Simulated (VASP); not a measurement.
Wanted: the native input for a VASP 6.6.1 run.

* Task: single point
* Functional: PBE
* Dispersion: D3(BJ)
* Potentials or basis: VASP PAW PBE potentials, release 64 (Cu, F, H)
* Cutoff: 520 eV
* k mesh: 4 × 4 × 1
* Occupations: fermi-dirac, width 0.15 eV
* Spin: no spin polarisation
* Dipole correction: no
* Further INCAR settings: ALGO = Normal; EDIFF = 1e-07; NBANDS = 83

The structure of Cu12HF lies in POSCAR:

```
Cu12HF
1.0
    5.1053110000      0.0000000000      0.0000000000
    2.5526550000      4.4213290000      0.0000000000
    0.0000000000      0.0000000000     17.1684690000
Cu F H
12 1 1
Direct
    0.1666667508      0.1666666290      0.0582463119
    0.6666666529      0.1666666290      0.0582463119
    0.1666665963      0.6666667421      0.0582463119
    0.6666666943      0.6666667421      0.0582463119
   -0.1664646978      0.3338500709      0.1770861455
    0.3326399136      0.3335071875      0.1772884932
   -0.1667568716      0.8331187297      0.1773760957
    0.3332033203      0.8338124125      0.1771876106
   -0.0007222161      0.0008673863      0.2958288243
    0.4997748572      0.0004281518      0.2964937060
    0.0000231599      0.5006374780      0.2967570958
    0.4996720332      0.5000851554      0.2955422525
    0.9315568551      0.4466046295      0.4573809115
    0.8317997787      0.3673784511      0.4274252410
```

One way to write it, as run:

INCAR

```
ALGO = Normal
EDIFF = 1E-7
ENCUT = 520
GGA = PE
ISIF = 2
ISMEAR = -1
IVDW = 12
LASPH = T
LCHARG = F
LREAL = F
LWAVE = F
NBANDS = 83
NELM = 100
PREC = Accurate
SIGMA = 0.15
```

KPOINTS

```
k-points
0
Gamma
  4 4 1
```

Potentials or basis: VASP PAW PBE potentials, release 64 (Cu, F, H).

The run is started by

```bash
$ cat potpaw_PBE.64/Cu/POTCAR potpaw_PBE.64/F/POTCAR potpaw_PBE.64/H/POTCAR > POTCAR
$ mpirun -np 1 vasp_std > vasp.out
```

It gave:

```yaml
Largest_force: 0.261 eV/Å
Band_gap_on_the_k_mesh: zero (bands 70 and 71 overlap by 0.06 eV)
Dispersion_energy_per_atom: -0.342 eV
```

Wall time 17 min on 1 thread of Intel(R) Xeon(R) Platinum 8259CL CPU @ 2.50GHz (Skylake/Cascade Lake) (shared host), peak memory 0.63 GiB.
